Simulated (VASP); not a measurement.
# K (Pm-3m) in VASP: notebook

Runs on K. Level: PBE. Tasks: single point, relaxation of cell and atoms.

Everything below comes from runs of VASP 6.6.1. Logs are shortened: lines on timing, memory, paths and dates and some standing lists are left out, and cuts for length are marked.

### 1 The cell of the first run

Symmetry: Pm-3m, No. 221, cubic system. The conventional cell has a = 3.914 Å, b = 3.914 Å, c = 3.914 Å, α = 90.00°, β = 90.00°, γ = 90.00°. K (site symmetry m-3m) has 6 K at 3.91 Å within 5.1 Å.

### 2 Single point, PBE

INCAR reads:

```
PREC     = Accurate       # precision mode
ENCUT    = 520            # plane-wave cutoff, eV
EDIFF    = 1E-7           # SCF threshold, eV
ISMEAR   = -1             # smearing method
SIGMA    = 0.05           # smearing width, eV
LREAL    = F              # projectors in reciprocal space
LASPH    = T              # aspherical terms in the spheres
NELM     = 80             # most SCF steps
ALGO     = Normal         # electronic algorithm
ISIF     = 2              # what is computed and relaxed
LWAVE    = F              # write WAVECAR
LCHARG   = T              # write CHGCAR
GGA      = PE             # functional
LELF     = T              # ELF
LVHAR    = T            
NBANDS   = 10             # bands
```

KPOINTS reads:

```
regular mesh
0
Gamma
  10 10 10
```

POSCAR reads:

```
K
1.0
    3.9138079996      0.0000000000      0.0000000000
    0.0000000000      3.9138079996      0.0000000000
    0.0000000000      0.0000000000      3.9138079996
K
1
Direct
    0.0000000000      0.0000000000      0.0000000000
```

Potentials or basis: VASP PAW PBE potentials, release 64 (K_sv).

Started as:

```
> cat potpaw_PBE.64/K_sv/POTCAR > POTCAR
> mpirun -np 1 vasp_std > vasp.out
```

OUTCAR:

```text
PREC = Accurate
   ENCUT = 520
   EDIFF = 1E-7
   ISMEAR = -1
   LREAL = F
   LASPH = T
   NELM = 80
   ISIF = 2
   GGA = PE

 ion  position               nearest neighbor table
   1  0.000  0.000  0.000-

  LATTYP: Found a simple cubic cell.
 ALAT       =     3.9138079996

  Lattice vectors:

 A1 = (   3.9138079996,   0.0000000000,   0.0000000000)
 A2 = (   0.0000000000,   3.9138079996,   0.0000000000)
 A3 = (   0.0000000000,   0.0000000000,   3.9138079996)

Analysis of symmetry for initial positions (statically):
=====================================================================
 Subroutine PRICEL returns:
 Original cell was already a primitive cell.

 Routine SETGRP: Setting up the symmetry group for a
 simple cubic supercell.

 Subroutine GETGRP returns: Found 48 space group operations
 (whereof 48 operations were pure point group operations)
 out of a pool of 48 trial point group operations.

The static configuration has the point symmetry O_h .

Analysis of symmetry for dynamics (positions and initial velocities):
=====================================================================
 Subroutine PRICEL returns:
 Original cell was already a primitive cell.

 Routine SETGRP: Setting up the symmetry group for a
 simple cubic supercell.

 Subroutine GETGRP returns: Found 48 space group operations
 (whereof 48 operations were pure point group operations)
 out of a pool of 48 trial point group operations.

The dynamic configuration has the point symmetry O_h .

 Subroutine INISYM returns: Found 48 space group operations
 (whereof 48 operations are pure point group operations),
 and found     1 'primitive' translations

----------------------------------------------------------------------------------------

                                     Primitive cell

  volume of cell :      59.9513

  direct lattice vectors                    reciprocal lattice vectors
     3.913808000  0.000000000  0.000000000     0.255505635  0.000000000  0.000000000
     0.000000000  3.913808000  0.000000000     0.000000000  0.255505635  0.000000000
     0.000000000  0.000000000  3.913808000     0.000000000  0.000000000  0.255505635

  length of vectors
     3.913808000  3.913808000  3.913808000     0.255505635  0.255505635  0.255505635

  position of ions in fractional coordinates (direct lattice)
     0.000000000  0.000000000  0.000000000

  ion indices of the primitive-cell ions
   primitive index   ion index
                 1           1

----------------------------------------------------------------------------------------

 KPOINTS: regular mesh

Automatic generation of k-mesh.
 Grid dimensions read from file:
 generate k-points for:   10   10   10

 Generating k-lattice:

  Cartesian coordinates                     Fractional coordinates (reciprocal lattice)
     0.025550564  0.000000000  0.000000000     0.100000000  0.000000000  0.000000000
     0.000000000  0.025550564  0.000000000     0.000000000  0.100000000  0.000000000
     0.000000000  0.000000000  0.025550564     0.000000000  0.000000000  0.100000000

  Length of vectors
     0.025550564  0.025550564  0.025550564

  Shift w.r.t. Gamma in fractional coordinates (k-lattice)
     0.000000000  0.000000000  0.000000000

 Subroutine IBZKPT returns following result:
 ===========================================

 Found     56 irreducible k-points:

 Following reciprocal coordinates:
            Coordinates               Weight
  0.000000  0.000000  0.000000      1.000000
  0.100000  0.000000  0.000000      6.000000
  0.200000  0.000000  0.000000      6.000000
  0.300000  0.000000  0.000000      6.000000
  0.400000  0.000000  0.000000      6.000000
  0.500000  0.000000  0.000000      3.000000
[... 16 lines left out ...]
  0.200000  0.100000  0.100000     24.000000
  0.300000  0.100000  0.100000     24.000000
 [... further k-points ...]
   k-points           NKPTS =     56   k-points in BZ     NKDIM =     56   number of bands    NBANDS=     10
   number of dos      NEDOS =    301   number of ions     NIONS =      1
   total plane-waves  NPLWV =  27000
   dimension x,y,z NGX =    30 NGY =   30 NGZ =   30
   dimension x,y,z NGXF=    60 NGYF=   60 NGZF=   60
   ions per type =               1
   NGX,Y,Z   is equivalent  to a cutoff of  12.74, 12.74, 12.74 a.u.
   NGXF,Y,Z  is equivalent  to a cutoff of  25.49, 25.49, 25.49 a.u.
 SYSTEM =  unknown system
   PREC   = accura    normal or accurate (medium, high low for compatibility)
   ISTART =      0    job   : 0-new  1-cont  2-samecut
   ICHARG =      2    charge: 1-file 2-atom 10-const
   ISPIN  =      1    spin polarized calculation?
   LNONCOLLINEAR =      F non collinear calculations
   LSORBIT =      F    spin-orbit coupling
   LASPH  =      T    aspherical Exc in radial PAW
   ENCUT  =  520.0 eV  38.22 Ry    6.18 a.u.   7.28  7.28  7.28*2*pi/ulx,y,z
   NELM   =     80;   NELMIN=  2; NELMDL= -5     # of ELM steps
   EDIFF  = 0.1E-06   stopping-criterion for ELM
   LREAL  =      F    real-space projection
   EDIFFG = 0.1E-05   stopping-criterion for IOM
   NSW    =      0    number of steps for IOM
   IBRION =     -1    ionic relax: 0-MD 1-quasi-New 2-CG
   NFREE  =      0    steps in history (QN), initial steepest desc. (CG)
   ISIF   =      2    stress and relaxation
   ISYM   =      2    0-nonsym 1-usesym 2-fastsym
   POTIM  = 0.5000    time-step for ionic-motion
   TEBEG  =    0.0;   TEEND  =   0.0 temperature during run
   PSTRESS=    0.0 pullay stress
   NELECT =       9.0000    total number of electrons
   NUPDOWN=      -1.0000    fix difference up-down
   EMIN   =  10.00;   EMAX   =-10.00  energy-range for DOS
   EFERMI =   0.00;   METHOD = LEGACY
   ISMEAR =    -1;   SIGMA  =   0.05  broadening in eV -4-tet -1-fermi 0-gaus
   EFERMI_NEDOS =   21; number of points for ismear=-14 and -15
   IALGO  =     38    algorithm
   IMIX   =      4    mixing-type and parameters
     AMIX     =   0.40;   BMIX     =  1.00
     AMIX_MAG =   1.60;   BMIX_MAG =  1.00
  volume/ion in A,a.u.               =      59.95       404.57
  Fermi-wavevector in a.u.,A,eV,Ry     =   0.870074  1.644201 10.300000  0.757029
  Thomas-Fermi vector in A             =   1.988987
   LORBIT       =      0    0 simple, 1 ext, 2 COOP (PROOUT), +10 PAW based schemes
   GGA     = PE    functional components
   LHFCALC =     F    Hartree Fock is set to
   AEXX    =    0.0000 exact exchange contribution
   IVDW    =     0    specifies the selected vdW correction
   LEPSILON=     F    determine dielectric tensor
   LRPA    =     F    only Hartree local field effects (RPA)
 non-spin polarized calculation
  energy-cutoff  :      520.00
  volume of cell :       59.95
 maximum number of plane-waves:      1640
 NGX is ok and might be reduce to    30
   NGX = 15   NGY = 15   NGZ = 15

 number of electron       8.9999999 magnetization

 Free energy of the ion-electron system (eV)
  ---------------------------------------------------
  ext. energy  EPLUGINS =         0.00000000
  ---------------------------------------------------
  free energy    TOTEN  =        -0.88298227 eV

  energy without entropy =       -0.87678740  energy(sigma->0) =       -0.87988483

 E-fermi :   0.4643     XC(G=0):  -6.1659

 val. band max:        0.4502329737   @ k =   0.5000   0.0000   0.0000
 cond. band min:       0.4719080813   @ k =   0.4000   0.3000   0.0000
 fundamental gap:      0.0216751075
 Fermi energy:         0.4643013272

 k-point     1 :       0.0000    0.0000    0.0000
  band No.  band energies     occupation
      1     -31.8654      2.00000
      2     -15.2593      2.00000
      3     -15.2593      2.00000
      4     -15.2593      2.00000
      5      -2.0379      2.00000
      6       3.3056      0.00000
      7       3.3056      0.00000
      8       7.2053      0.00000
      9       7.2053      0.00000
     10       7.2054      0.00000

 k-point     2 :       0.1000    0.0000    0.0000
  band No.  band energies     occupation
      1     -31.8640      2.00000
      2     -15.2797      2.00000
      3     -15.2576      2.00000
      4     -15.2576      2.00000
      5      -1.9206      2.00000
      6       3.2591      0.00000
      7       3.3602      0.00000
      8       6.8065      0.00000
      9       6.8065      0.00000
     10       7.2217      0.00000

 k-point     3 :       0.2000    0.0000    0.0000
  band No.  band energies     occupation
      1     -31.8605      2.00000
      2     -15.3326      2.00000
      3     -15.2530      2.00000
      4     -15.2530      2.00000
      5      -1.5778      2.00000
      6       2.9929      0.00000
      7       3.5128      0.00000
      8       6.2434      0.00000
      9       6.2434      0.00000
     10       7.0561      0.00000

 k-point     4 :       0.3000    0.0000    0.0000
  band No.  band energies     occupation
      1     -31.8561      2.00000
      2     -15.3970      2.00000
      3     -15.2473      2.00000
      4     -15.2473      2.00000
      5      -1.0333      2.00000
      6       2.3482      0.00000
      7       3.7254      0.00000
      8       5.7896      0.00000
      9       5.7896      0.00000
     10       7.1375      0.00000
[... 222 lines left out ...]
 k-point    22 :       0.1000    0.1000    0.1000
  band No.  band energies     occupation
      1     -31.8613      2.00000
      2     -15.2785      2.00000
      3     -15.2748      2.00000
      4     -15.2748      2.00000
      5      -1.6895      2.00000
      6       3.3385      0.00000
      7       3.3385      0.00000
      8       6.0411      0.00000
      9       6.6460      0.00000
     10       6.6460      0.00000

 k-point    23 :       0.2000    0.1000    0.1000
  band No.  band energies     occupation
      1     -31.8578      2.00000
      2     -15.3285      2.00000
      3     -15.2722      2.00000
      4     -15.2700      2.00000
      5      -1.3536      2.00000
      6       3.1278      0.00000
      7       3.4937      0.00000
      8       5.5852      0.00000
      9       6.0347      0.00000
     10       6.7061      0.00000

 k-point    24 :       0.3000    0.1000    0.1000
  band No.  band energies     occupation
      1     -31.8534      2.00000
      2     -15.3921      2.00000
      3     -15.2662      2.00000
      4     -15.2641      2.00000
      5      -0.8205      2.00000
      6       2.4994      0.00000
      7       3.7243      0.00000
      8       5.4495      0.00000
      9       5.4988      0.00000
     10       6.8058      0.00000

 [... further k-points ...]
[... 5 lines left out ...]
  --------------------------------------------------------------------------------------
  -------------------------------------------------------------------------------------
  Total        0.4833729      0.4833729      0.4833729     -0.0000000     -0.0000000      0.0000000
  in kB       12.9179724     12.9179724     12.9179724     -0.0000000     -0.0000000      0.0000000
  external PRESSURE =      12.9179724 kB  Pullay stress =       0.0000000 kB

 VOLUME and BASIS-vectors are now :
 -----------------------------------------------------------------------------
  energy-cutoff  :      520.00
  volume of cell :       59.95
      direct lattice vectors                 reciprocal lattice vectors
     3.913808000  0.000000000  0.000000000     0.255505635  0.000000000  0.000000000
     0.000000000  3.913808000  0.000000000     0.000000000  0.255505635  0.000000000
     0.000000000  0.000000000  3.913808000     0.000000000  0.000000000  0.255505635

 POSITION                                       TOTAL-FORCE (eV/Angst)
 -----------------------------------------------------------------------------------
      0.00000      0.00000      0.00000         0.000000      0.000000      0.000000
 -----------------------------------------------------------------------------------
    total drift:                                0.000000      0.000000     -0.000000

  FREE ENERGIE OF THE ION-ELECTRON SYSTEM (eV)
  ---------------------------------------------------
  free  energy   TOTEN  =        -0.8829822670 eV

  energy  without entropy=       -0.8767873994  energy(sigma->0) =       -0.87988483
```

It took 18 s on 1 thread of Intel Xeon Platinum 8488C (Sapphire Rapids), shared host; peak memory 0.18 GiB.

Results:

```
Free energy : -0.8830 eV
Pressure    : 1.3 GPa
```

Levels at points of the mesh, in eV from the Fermi level:
| k point | band 1 | band 2 | band 3 | band 4 | band 5 | band 6 | band 7 | band 8 | band 9 |
| --- | --- | --- | --- | --- | --- | --- | --- | --- | --- |
| (0.00, 0.00, 0.00) | -32.33 | -15.72 | -15.72 | -15.72 | -2.50 | 2.84 | 2.84 | 6.74 | 6.74 |
| (0.50, 0.00, 0.00) | -32.32 | -15.93 | -15.71 | -15.71 | -0.01 | 0.15 | 3.54 | 4.94 | 4.94 |
| (0.50, 0.50, 0.00) | -32.30 | -15.90 | -15.90 | -15.69 | 0.81 | 2.45 | 2.68 | 2.68 | 5.45 |
| (0.50, 0.50, 0.50) | -32.29 | -15.88 | -15.88 | -15.88 | 2.16 | 2.16 | 2.16 | 4.62 | 5.51 |

### 3 Single point, PBE

INCAR reads:

```
SYSTEM = K
  PREC = Accurate
  ENCUT = 520
  EDIFF = 1E-6
  ISMEAR = -1
  SIGMA = 0.05
  LREAL = .FALSE.
  LASPH = .TRUE.
  NELM = 100
  ALGO = Normal
  ISIF = 2
  LWAVE = .FALSE.
  LCHARG = .FALSE.
  GGA = PE
  NBANDS = 10
```

KPOINTS reads:

```
regular mesh
0
G
  10 10 10
  0 0 0
```

POSCAR is that of step 2.

Potentials or basis: VASP PAW PBE potentials, release 64 (K_sv).

Started as:

```
> cat potpaw_PBE.64/K_sv/POTCAR > POTCAR
> mpirun -np 1 vasp_std > vasp.out
```

Wall time 16 s (1 thread of Intel Xeon Platinum 8488C (Sapphire Rapids), shared host); peak memory 0.18 GiB.

The run converged. Its results:

```yaml
Free_energy: -0.8830 eV
Pressure: 1.3 GPa
```

Levels at points of the mesh, in eV from the Fermi level:
```
           k point  band 2  band 3  band 4  band 5  band 6  band 7
(0.00, 0.00, 0.00)  -15.72  -15.72  -15.72   -2.50    2.84    2.84
(0.50, 0.00, 0.00)  -15.93  -15.71  -15.71   -0.01    0.15    3.54
(0.50, 0.50, 0.00)  -15.90  -15.90  -15.69    0.81    2.45    2.68
(0.50, 0.50, 0.50)  -15.87  -15.87  -15.87    2.16    2.16    2.16
```

### 4 Relaxation of cell and atoms, PBE, target pressure 1.3 GPa, at which the enthalpy is minimised

INCAR reads:

```
SYSTEM = K
ALGO = Normal ; EDIFF = 1E-6
EDIFFG = -0.005 ; ENCUT = 600
GGA = PE ; IBRION = 2
ISIF = 3 ; ISMEAR = -1
LASPH = .True. ; LCHARG = .False.
LREAL = .False. ; LWAVE = .False.
NELM = 60 ; NSW = 32
PREC = Accurate ; PSTRESS = 13.0
SIGMA = 0.05
```

KPOINTS reads:

```
k-points
0
Gamma
  10 10 10
  0 0 0
```

POSCAR is that of step 3.

Started as:

```
> cat potpaw_PBE.64/K_sv/POTCAR > POTCAR
> mpirun -np 1 vasp_std > vasp.out
```

Run time: 11 s. Hardware: 1 thread of Intel Xeon Platinum 8488C (Sapphire Rapids), shared host; peak memory 0.18 GiB.

It converged, with:

* Free energy: -0.8832 eV
* Pressure after relaxing: 1.3 GPa

Final structure:
```
CELL_PARAMETERS angstrom
3.91381 0.00000 0.00000
0.00000 3.91381 0.00000
0.00000 0.00000 3.91381
ATOMIC_POSITIONS crystal
K 0.00000 0.00000 0.00000
```

Levels at points of the mesh, in eV from the Fermi level:
```tsv
k point	band 1	band 2	band 3	band 4	band 5	band 6	band 7	band 8
(0.00, 0.00, 0.00)	-32.33	-15.72	-15.72	-15.72	-2.50	2.84	2.84	6.74
(0.50, 0.00, 0.00)	-32.31	-15.93	-15.70	-15.70	-0.01	0.15	3.54	4.94
(0.50, 0.50, 0.00)	-32.30	-15.90	-15.90	-15.69	0.81	2.45	2.68	2.68
(0.50, 0.50, 0.50)	-32.29	-15.87	-15.87	-15.87	2.16	2.16	2.16	4.62
```

Caveat: the relaxation stopped at its first step, so nothing moved; the cell is relaxed towards a set pressure, so the enthalpy falls and the energy may rise.

### 5 Relaxation of cell and atoms, PBE, target pressure 1.3 GPa, at which the enthalpy is minimised

This run uses another cell than the first one, of 61.29 Å³/atom, 1.022 times its volume.

INCAR reads:

```
PREC     = Accurate       # precision mode
ENCUT    = 600            # plane-wave cutoff, eV
EDIFF    = 1E-7           # SCF threshold, eV
ISMEAR   = -1             # smearing method
SIGMA    = 0.05           # smearing width, eV
LREAL    = False          # projectors in reciprocal space
LASPH    = True           # aspherical terms in the spheres
NELM     = 100            # most SCF steps
ALGO     = Normal         # electronic algorithm
ISIF     = 3              # what is computed and relaxed
LWAVE    = False          # write WAVECAR
LCHARG   = False          # write CHGCAR
GGA      = PE             # functional
IBRION   = 2              # ionic algorithm
NSW      = 60             # ionic steps
EDIFFG   = -0.005         # ionic threshold
PSTRESS  = 13.0
```

KPOINTS reads:

```
Automatic mesh
0
Gamma
  10 10 10
```

POSCAR reads:

```
K
1.0
    3.9428187719      0.0000000000      0.0000000000
    0.0000000000      3.9428187719      0.0000000000
    0.0000000000      0.0000000000      3.9428187719
K
1
Direct
    0.0000000000      0.0000000000      0.0000000000
```

Started as:

```
> cat potpaw_PBE.64/K_sv/POTCAR > POTCAR
> mpirun -np 1 vasp_std > vasp.out
```

Run time: 32 s. Hardware: 1 thread of Intel Xeon Platinum 8488C (Sapphire Rapids), shared host; peak memory 0.19 GiB.

It converged, with:

```yaml
Free_energy: -0.8841 eV
Relaxed_volume: 60.07 Å³/atom
Relaxed_cell: a = 3.916 Å, b = 3.916 Å, c = 3.916 Å, α = 90.00°, β = 90.00°, γ = 90.00°
Space_group_after_relaxing_to_0.05_Å: Pm-3m (No. 221)
Energy_change_on_relaxing_the_enthalpy_is_what_falls: +9.4 meV/atom
Ionic_steps: 3
Pressure_after_relaxing: 1.3 GPa
```

Step by step:
```tsv
step	energy change (eV)	largest force (eV/Å)	pressure (GPa)	volume (Å³)
1	0.0000	0.0000	1.15	61.29
2	0.0037	0.0000	1.21	60.79
3	0.0094	0.0000	1.29	60.07
```

Final structure:
```yaml
crystal:
  lattice:
    - [3.91628, 0.00000, 0.00000]
    - [0.00000, 3.91628, 0.00000]
    - [0.00000, 0.00000, 3.91628]
  atoms:
    - { symbol: K, position: [0.00000, 0.00000, 0.00000] }
```

Levels at points of the mesh, in eV from the Fermi level:
```
           k point  band 2  band 3  band 4  band 5  band 6  band 7
(0.00, 0.00, 0.00)  -15.72  -15.72  -15.72   -2.50    2.84    2.84
(0.50, 0.00, 0.00)  -15.93  -15.71  -15.71   -0.01    0.15    3.54
(0.50, 0.50, 0.00)  -15.90  -15.90  -15.69    0.81    2.45    2.67
(0.50, 0.50, 0.50)  -15.87  -15.87  -15.87    2.16    2.16    2.16
```

Caveat: the cell is relaxed towards a set pressure, so the enthalpy falls and the energy may rise.

### 6 Summary

| task | cell | cutoff (eV) | gap on the mesh (eV) | pressure (GPa) |
| --- | --- | --- | --- | --- |
| single point | a = 3.914 Å, 1 atom | 520 | none | 1.3 |
| relaxation of cell and atoms | relaxed to 1.3 GPa from a = 3.914 Å, 1 atom | 600 | none | 1.3 |
| relaxation of cell and atoms | relaxed to 1.3 GPa from a = 3.943 Å, 1 atom | 600 | none | 1.3 |

Alike in all rows: level PBE; potentials or basis VASP PAW PBE potentials, release 64 (K_sv); no spin polarisation; k mesh 10 × 10 × 10; smearing fermi-dirac 0.05 eV.

Caveats: the cell is relaxed towards a set pressure, so the enthalpy falls and the energy may rise (some runs); the relaxation stopped at its first step, so nothing moved (some runs).

Absolute energies hang on the potentials; compare differences alone.
